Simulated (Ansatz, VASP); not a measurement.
## Cr in VASP and in Ansatz

Contents of INCAR:

```
SYSTEM = Cr
PREC = Accurate ; ENCUT = 520
EDIFF = 1E-6 ; ISMEAR = -1
SIGMA = 0.05 ; LREAL = .False.
LASPH = .True. ; NELM = 150
ALGO = Normal ; ISIF = 2
LWAVE = .False. ; LCHARG = .False.
ISPIN = 2 ; MAGMOM = -3 3
LORBIT = 11 ; LMAXMIX = 4
GGA = PE ; NBANDS = 23
```

Contents of KPOINTS:

```
Automatic mesh
0
Gamma
  11 11 11
  0 0 0
```

Contents of POSCAR:

```
Cr
1.0
    2.8664408113      0.0000000000      0.0000000000
    0.0000000000      2.8664408113      0.0000000000
    0.0000000000      0.0000000000      2.8664408113
Cr
2
Direct
    0.0000000000      0.0000000000      0.0000000000
    0.5000000000      0.5000000000      0.5000000000
```

Input for Ansatz:

```yaml
crystal:
  lattice:
    - [2.8664408113, 0.0, 0.0]
    - [0.0, 2.8664408113, 0.0]
    - [0.0, 0.0, 2.8664408113]
  atoms:
    - { symbol: Cr, position: [0.0, 0.0, 0.0], spin: -3.0 }
    - { symbol: Cr, position: [0.5, 0.5, 0.5], spin: 3.0 }
magnetization:
  spin_polarized: true
kpoints:
  mp_grid: { grid: [11, 11, 11] }
scf:
  occupations: { method: fermi_dirac, width: 0.05 }
  lower_state_search: "off"
hamiltonian:
  xc: pbe
  pseudopotentials: { kind: paw }
output:
  forces: true
  stress: true
  eigenvalues: true
  populations: true
```

Change from the starting cell: volume scaled by 0.9, PAW files.

Alike in both runs: task single point; functional PBE; k mesh 11 × 11 × 11; occupations fermi-dirac, width 0.05 eV; collinear spin.

```csv
,VASP,Ansatz
version,VASP 6.6.1,Ansatz 0.2.0
potentials or method,"VASP PAW PBE potentials, release 64 (Cr_pv)","PAW with Ansatz's default frozen-core files, scalar-relativistic"
plane-wave cutoff (eV),520,420
valence electrons in the cell,24,28
```

|  | VASP | Ansatz | Ansatz less VASP |
| --- | --- | --- | --- |
| pressure (GPa) | -0.3 | -0.2 | +0.05 |
| net moment per atom (μB) | 0.00 | 0.00 | 0.000 |
| size of the moment on the site where the two differ most (μB) | 1.10 | 1.01 | -0.100 |

Site moments also hang on the region over which each program counts them. VASP's potentials hold 24 valence electrons a cell and Ansatz's 28, so a difference there can come from the potentials and not from the codes.
